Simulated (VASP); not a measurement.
Here is a VASP 6.6.1 calculation.

INCAR

```
SYSTEM = Cu12F
PREC = Accurate ; ENCUT = 520
EDIFF = 1E-6 ; ISMEAR = -1
SIGMA = 0.15 ; LREAL = Auto
LASPH = .True. ; NELM = 100
ALGO = Normal ; ISIF = 2
LWAVE = .False. ; LCHARG = .True.
GGA = PE ; LELF = .True.
LVHAR = .True. ; NBANDS = 158
```

The input KPOINTS:

```
regular mesh
0
Gamma
  2 2 1
  0 0 0
```

Contents of POSCAR:

```
Cu12F
1.0
    5.1053110000      0.0000000000      0.0000000000
    0.0000000000      7.6579660000      0.0000000000
    0.0000000000      0.0000000000     20.4150000000
Cu F
24 2
Direct
    0.2499945645      0.1666630539      0.0489835905
    0.7500032809      0.1666630539      0.0489835905
    0.2499945645      0.5000022199      0.0489835905
    0.7500032809      0.5000022199      0.0489835905
    0.2499945645      0.8333283277      0.0489835905
    0.7500032809      0.8333283277      0.0489835905
    0.0000000000     -0.0001175247      0.1365809454
    0.5000087164     -0.0001305830      0.1365319618
    0.0000391749      0.3335089239      0.1365172667
    0.4999695415      0.3335219822      0.1365074700
    0.0000195874      0.6666130406      0.1364339946
    0.4999891290      0.6666130406      0.1363850110
    0.2501708515      0.1668328117      0.2282586334
    0.7498465813      0.1668066951      0.2281606662
    0.2501708515      0.5004592603      0.2285476365
    0.7498661688      0.5005506684      0.2286162136
    0.2502687887      0.8326754128      0.2284545677
    0.7497878190      0.8326362379      0.2285770267
   -0.0001371121      0.0003133991      0.3171099682
    0.5001458285      0.0003917489      0.3170609846
   -0.0001371121      0.3327776592      0.3171295616
    0.5001262411      0.3331171750      0.3179132990
    0.0007051480      0.6669394980      0.3192505511
    0.5000478913      0.6663126997      0.3196375214
    0.1923683004      0.6811991592      0.4350232672
    0.5019086986      0.5490753028      0.4392505511
```

Potentials or basis: VASP PAW PBE potentials, release 64 (Cu, F).

Run with:

```sh
$ cat potpaw_PBE.64/Cu/POTCAR potpaw_PBE.64/F/POTCAR > POTCAR
$ mpirun -np 1 vasp_std > vasp.out
```

**Question.** Predict the largest force.

**Answer.** 1.682 eV/Å.

**Question.** What does it give for the band gap on the k mesh?

**Answer.** Zero (bands 139 and 140 overlap by 0.75 eV).

Forces in eV/Å, atoms in the order of the input:
```
Cu   0.002 -0.002 -0.096
Cu  -0.002 -0.002 -0.102
Cu   0.000 -0.005 -0.088
Cu   0.001 -0.005 -0.092
Cu   0.006  0.006 -0.091
Cu  -0.006  0.006 -0.096
Cu  -0.003 -0.005  0.105
Cu   0.004 -0.008  0.087
Cu   0.000  0.005  0.083
Cu   0.000  0.010  0.091
Cu   0.000 -0.001  0.086
Cu   0.000 -0.003  0.079
Cu   0.012  0.017  0.071
Cu  -0.011  0.011  0.051
Cu  -0.002  0.021  0.057
Cu   0.009  0.057  0.110
Cu   0.024 -0.042  0.067
Cu  -0.015 -0.071  0.135
Cu  -0.012  0.018  0.040
Cu   0.011  0.032 -0.004
Cu  -0.004 -0.048  0.009
Cu   0.009  0.036  0.258
Cu   0.144  0.048  0.737
Cu  -0.026 -0.118  0.791
F   -0.984  0.554 -1.246
F    0.840 -0.513 -1.041
```

Caveat: the k points lie up to 0.62 Å⁻¹ apart, too coarse for converged energies and pressures of a metal. With open d or f shells a metallic result of PBE can be an artefact of self-interaction; +U or a hybrid may open a gap.
